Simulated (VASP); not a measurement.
# Re (Im-3m) in VASP: a series of runs

Runs on Re. Level: LDA. Tasks: single point.

Program: VASP 6.6.1. These are calculated values, not measurements. Logs are shortened: lines on timing, memory, paths and dates and some standing lists are left out, and cuts for length are marked.

## Step 1: The cell of the first run

Symmetry: Im-3m, No. 229, cubic system. The conventional cell has a = 3.083 Å, b = 3.083 Å, c = 3.083 Å, α = 90.00°, β = 90.00°, γ = 90.00°. Within 3.5 Å of Re (site symmetry m-3m) lie 14 Re at 2.67 to 3.08 Å.

This isn't the form of Re at room conditions, which is hcp.

## Step 2: Single point, LDA

INCAR

```
SYSTEM = Re
PREC = Accurate ; ENCUT = 520
EDIFF = 1E-7 ; ISMEAR = -1
SIGMA = 0.1 ; LREAL = .FALSE.
LASPH = .TRUE. ; NELM = 60
ALGO = Normal ; ISIF = 2
LWAVE = .FALSE. ; LCHARG = .FALSE.
NBANDS = 10
```

KPOINTS

```
Automatic mesh
0
G
  18 18 18
  0 0 0
```

POSCAR

```
Re
1.0
   -1.5415951946      1.5415951946      1.5415951946
    1.5415951946     -1.5415951946      1.5415951946
    1.5415951946      1.5415951946     -1.5415951946
Re
1
Direct
    0.0000000000      0.0000000000      0.0000000000
```

Potentials or basis: VASP PAW LDA potentials, release 64 (Re).

Started as:

```sh
$ cat potpaw_LDA.64/Re/POTCAR > POTCAR
$ mpirun -np 1 vasp_std > vasp.out
```

OUTCAR:

```text
SYSTEM = Re
   PREC = Accurate
   ENCUT = 520
   EDIFF = 1E-7
   ISMEAR = -1
   LREAL = .FALSE.
   LASPH = .TRUE.
   NELM = 60
   ISIF = 2

 ion  position               nearest neighbor table
   1  0.000  0.000  0.000-

  LATTYP: Found a body centered cubic cell.
 ALAT       =     3.0831903892

  Lattice vectors:

 A1 = (  -1.5415951946,   1.5415951946,   1.5415951946)
 A2 = (   1.5415951946,  -1.5415951946,   1.5415951946)
 A3 = (   1.5415951946,   1.5415951946,  -1.5415951946)

Analysis of symmetry for initial positions (statically):
=====================================================================
 Subroutine PRICEL returns:
 Original cell was already a primitive cell.

 Routine SETGRP: Setting up the symmetry group for a
 body centered cubic supercell.

 Subroutine GETGRP returns: Found 48 space group operations
 (whereof 48 operations were pure point group operations)
 out of a pool of 48 trial point group operations.

The static configuration has the point symmetry O_h .

Analysis of symmetry for dynamics (positions and initial velocities):
=====================================================================
 Subroutine PRICEL returns:
 Original cell was already a primitive cell.

 Routine SETGRP: Setting up the symmetry group for a
 body centered cubic supercell.

 Subroutine GETGRP returns: Found 48 space group operations
 (whereof 48 operations were pure point group operations)
 out of a pool of 48 trial point group operations.

The dynamic configuration has the point symmetry O_h .

 Subroutine INISYM returns: Found 48 space group operations
 (whereof 48 operations are pure point group operations),
 and found     1 'primitive' translations

----------------------------------------------------------------------------------------

                                     Primitive cell

  volume of cell :      14.6545

  direct lattice vectors                    reciprocal lattice vectors
    -1.541595195  1.541595195  1.541595195     0.000000000  0.324339361  0.324339361
     1.541595195 -1.541595195  1.541595195     0.324339361  0.000000000  0.324339361
     1.541595195  1.541595195 -1.541595195     0.324339361  0.324339361  0.000000000

  length of vectors
     2.670121202  2.670121202  2.670121202     0.458685123  0.458685123  0.458685123

  position of ions in fractional coordinates (direct lattice)
     0.000000000  0.000000000  0.000000000

  ion indices of the primitive-cell ions
   primitive index   ion index
                 1           1

----------------------------------------------------------------------------------------

 KPOINTS: Automatic mesh

Automatic generation of k-mesh.
 Grid dimensions read from file:
 generate k-points for:   18   18   18

 Generating k-lattice:

  Cartesian coordinates                     Fractional coordinates (reciprocal lattice)
     0.000000000  0.018018853  0.018018853     0.055555556  0.000000000  0.000000000
     0.018018853  0.000000000  0.018018853     0.000000000  0.055555556  0.000000000
     0.018018853  0.018018853  0.000000000     0.000000000  0.000000000  0.055555556

  Length of vectors
     0.025482507  0.025482507  0.025482507

  Shift w.r.t. Gamma in fractional coordinates (k-lattice)
     0.000000000  0.000000000  0.000000000

 Subroutine IBZKPT returns following result:
 ===========================================

 Found    195 irreducible k-points:

 Following reciprocal coordinates:
            Coordinates               Weight
  0.000000  0.000000  0.000000      1.000000
  0.055556  0.000000  0.000000     12.000000
  0.111111  0.000000  0.000000     12.000000
  0.166667  0.000000  0.000000     12.000000
  0.222222  0.000000  0.000000     12.000000
  0.277778  0.000000  0.000000     12.000000
[... 16 lines left out ...]
  0.333333  0.111111  0.000000     48.000000
  0.388889  0.111111  0.000000     48.000000
 [... further k-points ...]
   k-points           NKPTS =    195   k-points in BZ     NKDIM =    195   number of bands    NBANDS=     10
   number of dos      NEDOS =    301   number of ions     NIONS =      1
   total plane-waves  NPLWV =   8000
   dimension x,y,z NGX =    20 NGY =   20 NGZ =   20
   dimension x,y,z NGXF=    40 NGYF=   40 NGZF=   40
   ions per type =               1
   NGX,Y,Z   is equivalent  to a cutoff of  12.45, 12.45, 12.45 a.u.
   NGXF,Y,Z  is equivalent  to a cutoff of  24.90, 24.90, 24.90 a.u.
 SYSTEM =  Re
   PREC   = accura    normal or accurate (medium, high low for compatibility)
   ISTART =      0    job   : 0-new  1-cont  2-samecut
   ICHARG =      2    charge: 1-file 2-atom 10-const
   ISPIN  =      1    spin polarized calculation?
   LNONCOLLINEAR =      F non collinear calculations
   LSORBIT =      F    spin-orbit coupling
   LASPH  =      T    aspherical Exc in radial PAW
   ENCUT  =  520.0 eV  38.22 Ry    6.18 a.u.   4.96  4.96  4.96*2*pi/ulx,y,z
   NELM   =     60;   NELMIN=  2; NELMDL= -5     # of ELM steps
   EDIFF  = 0.1E-06   stopping-criterion for ELM
   LREAL  =      F    real-space projection
   EDIFFG = 0.1E-05   stopping-criterion for IOM
   NSW    =      0    number of steps for IOM
   IBRION =     -1    ionic relax: 0-MD 1-quasi-New 2-CG
   NFREE  =      0    steps in history (QN), initial steepest desc. (CG)
   ISIF   =      2    stress and relaxation
   ISYM   =      2    0-nonsym 1-usesym 2-fastsym
   POTIM  = 0.5000    time-step for ionic-motion
   TEBEG  =    0.0;   TEEND  =   0.0 temperature during run
   PSTRESS=    0.0 pullay stress
   NELECT =       7.0000    total number of electrons
   NUPDOWN=      -1.0000    fix difference up-down
   EMIN   =  10.00;   EMAX   =-10.00  energy-range for DOS
   EFERMI =   0.00;   METHOD = LEGACY
   ISMEAR =    -1;   SIGMA  =   0.10  broadening in eV -4-tet -1-fermi 0-gaus
   EFERMI_NEDOS =   21; number of points for ismear=-14 and -15
   IALGO  =     38    algorithm
   IMIX   =      4    mixing-type and parameters
     AMIX     =   0.40;   BMIX     =  1.00
     AMIX_MAG =   1.60;   BMIX_MAG =  1.00
  volume/ion in A,a.u.               =      14.65        98.89
  Fermi-wavevector in a.u.,A,eV,Ry     =   1.279727  2.418332 22.282260  1.637700
  Thomas-Fermi vector in A             =   2.412195
   LORBIT       =      0    0 simple, 1 ext, 2 COOP (PROOUT), +10 PAW based schemes
   GGA     = CA    functional components
   LHFCALC =     F    Hartree Fock is set to
   AEXX    =    0.0000 exact exchange contribution
   IVDW    =     0    specifies the selected vdW correction
   LEPSILON=     F    determine dielectric tensor
   LRPA    =     F    only Hartree local field effects (RPA)
 non-spin polarized calculation
  energy-cutoff  :      520.00
  volume of cell :       14.65
 maximum number of plane-waves:       410
   NGX =  9   NGY =  9   NGZ =  9

 number of electron       6.9999999 magnetization

 Free energy of the ion-electron system (eV)
  ---------------------------------------------------
  ext. energy  EPLUGINS =         0.00000000
  ---------------------------------------------------
  free energy    TOTEN  =       -13.43639217 eV

  energy without entropy =      -13.39829224  energy(sigma->0) =      -13.41734220

 E-fermi :   8.8416     XC(G=0): -13.8674

 val. band max:        8.8413531947   @ k =  -0.3889   0.5000   0.0556
 cond. band min:       8.8495858152   @ k =  -0.2222   0.2778   0.1111
 fundamental gap:      0.0082326205
 Fermi energy:         8.8415656309

 k-point     1 :       0.0000    0.0000    0.0000
  band No.  band energies     occupation
      1      -1.9146      2.00000
      2       6.0783      2.00000
      3       6.0783      2.00000
      4       6.0783      2.00000
      5       9.5565      0.00157
      6       9.5565      0.00157
      7      24.4428      0.00000
      8      24.4428      0.00000
      9      24.4428      0.00000
     10      36.7913      0.00000

 k-point     2 :       0.0556    0.0000    0.0000
  band No.  band energies     occupation
      1      -1.7611      2.00000
      2       5.9918      2.00000
      3       6.0657      2.00000
      4       6.2265      2.00000
      5       9.4244      0.00587
      6       9.5605      0.00151
      7      24.5641      0.00000
      8      24.7007      0.00000
      9      24.7787      0.00000
     10      35.2593      0.00000

 k-point     3 :       0.1111    0.0000    0.0000
  band No.  band energies     occupation
      1      -1.3172      2.00000
      2       5.7515      2.00000
      3       6.0050      2.00000
      4       6.6660      2.00000
      5       9.1327      0.10318
      6       9.5778      0.00127
      7      24.8555      0.00000
      8      25.4530      0.00000
      9      25.6203      0.00000
     10      33.2206      0.00000

 k-point     4 :       0.1667    0.0000    0.0000
  band No.  band energies     occupation
      1      -0.6394      2.00000
      2       5.4053      2.00000
      3       5.8613      2.00000
      4       7.3804      2.00000
      5       8.9035      0.69987
      6       9.6214      0.00082
      7      25.0490      0.00000
      8      26.4070      0.00000
      9      26.6444      0.00000
     10      31.7870      0.00000
[... 222 lines left out ...]
 k-point    22 :       0.2778    0.1111    0.0000
  band No.  band energies     occupation
      1       1.6841      2.00000
      2       4.3502      2.00000
      3       5.7040      2.00000
      4       9.0015      0.33622
      5      10.2437      0.00000
      6      11.5398      0.00000
      7      22.1137      0.00000
      8      23.6873      0.00000
      9      28.1726      0.00000
     10      30.5396      0.00000

 k-point    23 :       0.3333    0.1111    0.0000
  band No.  band energies     occupation
      1       1.7705      2.00000
      2       4.1167      2.00000
      3       6.5050      2.00000
      4       9.2875      0.02288
      5      10.4023      0.00000
      6      12.8511      0.00000
      7      20.4670      0.00000
      8      22.5177      0.00000
      9      26.8471      0.00000
     10      32.1485      0.00000

 k-point    24 :       0.3889    0.1111    0.0000
  band No.  band energies     occupation
      1       1.7242      2.00000
      2       3.9733      2.00000
      3       7.3129      2.00000
      4       9.3701      0.01008
      5      10.6804      0.00000
      6      13.8954      0.00000
      7      19.0689      0.00000
      8      21.8215      0.00000
      9      25.8127      0.00000
     10      32.7764      0.00000

 [... further k-points ...]

------------------------ aborting loop because EDIFF is reached ----------------------------------------

  FORCE on cell =-STRESS in cart. coord.  units (eV):
  Direction    XX          YY          ZZ          XY          YZ          ZX
  --------------------------------------------------------------------------------------
  -------------------------------------------------------------------------------------
  Total       -0.3198661     -0.3198661     -0.3198661      0.0000000      0.0000000     -0.0000000
  in kB      -34.9709733    -34.9709733    -34.9709733      0.0000000      0.0000000     -0.0000000
  external PRESSURE =     -34.9709733 kB  Pullay stress =       0.0000000 kB

 VOLUME and BASIS-vectors are now :
 -----------------------------------------------------------------------------
  energy-cutoff  :      520.00
  volume of cell :       14.65
      direct lattice vectors                 reciprocal lattice vectors
    -1.541595195  1.541595195  1.541595195     0.000000000  0.324339361  0.324339361
     1.541595195 -1.541595195  1.541595195     0.324339361  0.000000000  0.324339361
     1.541595195  1.541595195 -1.541595195     0.324339361  0.324339361  0.000000000

 POSITION                                       TOTAL-FORCE (eV/Angst)
 -----------------------------------------------------------------------------------
      0.00000      0.00000      0.00000        -0.000000     -0.000000     -0.000000
 -----------------------------------------------------------------------------------
    total drift:                                0.000000      0.000000      0.000000

  FREE ENERGIE OF THE ION-ELECTRON SYSTEM (eV)
  ---------------------------------------------------
  free  energy   TOTEN  =       -13.4363921683 eV

  energy  without entropy=      -13.3982922371  energy(sigma->0) =      -13.41734220
```

Wall time 37 s (1 thread of Intel Xeon 8259CL, shared host); peak memory 0.14 GiB.

What came out:

* Free energy: -13.4364 eV
* Pressure: -3.5 GPa
* Band gap on the k mesh: zero (an odd number of electrons rules out a gap without spin polarisation)

Caveat: the cell stands under tension; spin-orbit coupling is left out, which moves the levels of the heavy elements.

## Step 3: Single point, LDA

INCAR

```
PREC     = Accurate       # precision mode
ENCUT    = 520            # plane-wave cutoff, eV
EDIFF    = 1E-7           # SCF threshold, eV
ISMEAR   = -1             # smearing method
SIGMA    = 0.1            # smearing width, eV
LREAL    = False          # projectors in reciprocal space
LASPH    = True           # aspherical terms in the spheres
NELM     = 60             # most SCF steps
ALGO     = Normal         # electronic algorithm
ISIF     = 2              # what is computed and relaxed
LWAVE    = False          # write WAVECAR
LCHARG   = False          # write CHGCAR
NBANDS   = 10             # bands
```

KPOINTS

```
Automatic mesh
0
Gamma
  18 18 18
```

POSCAR

```
Re
1.0
   -1.5416865038      1.5416865038      1.5416865038
    1.5416865038     -1.5416865038      1.5416865038
    1.5416865038      1.5416865038     -1.5416865038
Re
1
Direct
    0.0000000000      0.0000000000      0.0000000000
```

Potentials or basis: VASP PAW LDA potentials, release 64 (Re).

Started as:

```sh
$ cat potpaw_LDA.64/Re/POTCAR > POTCAR
$ mpirun -np 1 vasp_std > vasp.out
```

OUTCAR:

```text
PREC = Accurate
   ENCUT = 520
   EDIFF = 1E-7
   ISMEAR = -1
   LREAL = False
   LASPH = True
   NELM = 60
   ISIF = 2

 ion  position               nearest neighbor table
   1  0.000  0.000  0.000-

  LATTYP: Found a body centered cubic cell.
 ALAT       =     3.0833730076

  Lattice vectors:

 A1 = (  -1.5416865038,   1.5416865038,   1.5416865038)
 A2 = (   1.5416865038,  -1.5416865038,   1.5416865038)
 A3 = (   1.5416865038,   1.5416865038,  -1.5416865038)

Analysis of symmetry for initial positions (statically):
=====================================================================
 Subroutine PRICEL returns:
 Original cell was already a primitive cell.

 Routine SETGRP: Setting up the symmetry group for a
 body centered cubic supercell.

 Subroutine GETGRP returns: Found 48 space group operations
 (whereof 48 operations were pure point group operations)
 out of a pool of 48 trial point group operations.

The static configuration has the point symmetry O_h .

Analysis of symmetry for dynamics (positions and initial velocities):
=====================================================================
 Subroutine PRICEL returns:
 Original cell was already a primitive cell.

 Routine SETGRP: Setting up the symmetry group for a
 body centered cubic supercell.

 Subroutine GETGRP returns: Found 48 space group operations
 (whereof 48 operations were pure point group operations)
 out of a pool of 48 trial point group operations.

The dynamic configuration has the point symmetry O_h .

 Subroutine INISYM returns: Found 48 space group operations
 (whereof 48 operations are pure point group operations),
 and found     1 'primitive' translations

----------------------------------------------------------------------------------------

[... 110 lines left out ...]
     AMIX_MAG =   1.60;   BMIX_MAG =  1.00
  volume/ion in A,a.u.               =      14.66        98.91
  Fermi-wavevector in a.u.,A,eV,Ry     =   1.279651  2.418189 22.279621  1.637506
  Thomas-Fermi vector in A             =   2.412124
   LORBIT       =      0    0 simple, 1 ext, 2 COOP (PROOUT), +10 PAW based schemes
   GGA     = CA    functional components
   LHFCALC =     F    Hartree Fock is set to
   AEXX    =    0.0000 exact exchange contribution
   IVDW    =     0    specifies the selected vdW correction
   LEPSILON=     F    determine dielectric tensor
   LRPA    =     F    only Hartree local field effects (RPA)
 non-spin polarized calculation
  energy-cutoff  :      520.00
  volume of cell :       14.66
 maximum number of plane-waves:       410
   NGX =  9   NGY =  9   NGZ =  9

 number of electron       6.9999999 magnetization

 Free energy of the ion-electron system (eV)
  ---------------------------------------------------
  ext. energy  EPLUGINS =         0.00000000
  ---------------------------------------------------
  free energy    TOTEN  =       -13.43633602 eV

  energy without entropy =      -13.39822633  energy(sigma->0) =      -13.41728117

 E-fermi :   8.8391     XC(G=0): -13.8664

 val. band max:        8.8389200423   @ k =  -0.3889   0.5000   0.0556
 cond. band min:       8.8471263537   @ k =  -0.2222   0.2778   0.1111
 fundamental gap:      0.0082063114
 Fermi energy:         8.8391265509

 k-point     1 :       0.0000    0.0000    0.0000
  band No.  band energies     occupation
      1      -1.9156      2.00000
      2       6.0765      2.00000
      3       6.0765      2.00000
      4       6.0765      2.00000
      5       9.5539      0.00157
      6       9.5539      0.00157
      7      24.4401      0.00000
      8      24.4401      0.00000
      9      24.4401      0.00000
     10      36.7860      0.00000
[... 287 lines left out ...]
 k-point    24 :       0.3889    0.1111   -0.0000
  band No.  band energies     occupation
      1       1.7232      2.00000
      2       3.9720      2.00000
      3       7.3106      2.00000
      4       9.3674      0.01010
      5      10.6774      0.00000
      6      13.8916      0.00000
      7      19.0640      0.00000
      8      21.8183      0.00000
      9      25.8077      0.00000
     10      32.7721      0.00000

 [... further k-points ...]

------------------------ aborting loop because EDIFF is reached ----------------------------------------

  FORCE on cell =-STRESS in cart. coord.  units (eV):
  Direction    XX          YY          ZZ          XY          YZ          ZX
  --------------------------------------------------------------------------------------
  -------------------------------------------------------------------------------------
  Total       -0.3261507     -0.3261507     -0.3261507      0.0000000      0.0000000      0.0000000
  in kB      -35.6517388    -35.6517388    -35.6517388      0.0000000      0.0000000      0.0000000
  external PRESSURE =     -35.6517388 kB  Pullay stress =       0.0000000 kB

 VOLUME and BASIS-vectors are now :
 -----------------------------------------------------------------------------
  energy-cutoff  :      520.00
  volume of cell :       14.66
      direct lattice vectors                 reciprocal lattice vectors
    -1.541686504  1.541686504  1.541686504     0.000000000  0.324320151  0.324320151
     1.541686504 -1.541686504  1.541686504     0.324320151  0.000000000  0.324320151
     1.541686504  1.541686504 -1.541686504     0.324320151  0.324320151  0.000000000

 POSITION                                       TOTAL-FORCE (eV/Angst)
 -----------------------------------------------------------------------------------
      0.00000      0.00000      0.00000        -0.000000      0.000000     -0.000000
 -----------------------------------------------------------------------------------
    total drift:                                0.000000      0.000000      0.000000

  FREE ENERGIE OF THE ION-ELECTRON SYSTEM (eV)
  ---------------------------------------------------
  free  energy   TOTEN  =       -13.4363360184 eV

  energy  without entropy=      -13.3982263305  energy(sigma->0) =      -13.41728117
```

It took 40 s on 1 thread of Intel Xeon 8259CL, shared host; peak memory 0.15 GiB.

Results:

- Free energy: -13.4363 eV
- Pressure: -3.6 GPa
- Band gap on the k mesh: zero (an odd number of electrons rules out a gap without spin polarisation)

Caveat: the cell stands under tension; spin-orbit coupling is left out, which moves the levels of the heavy elements.
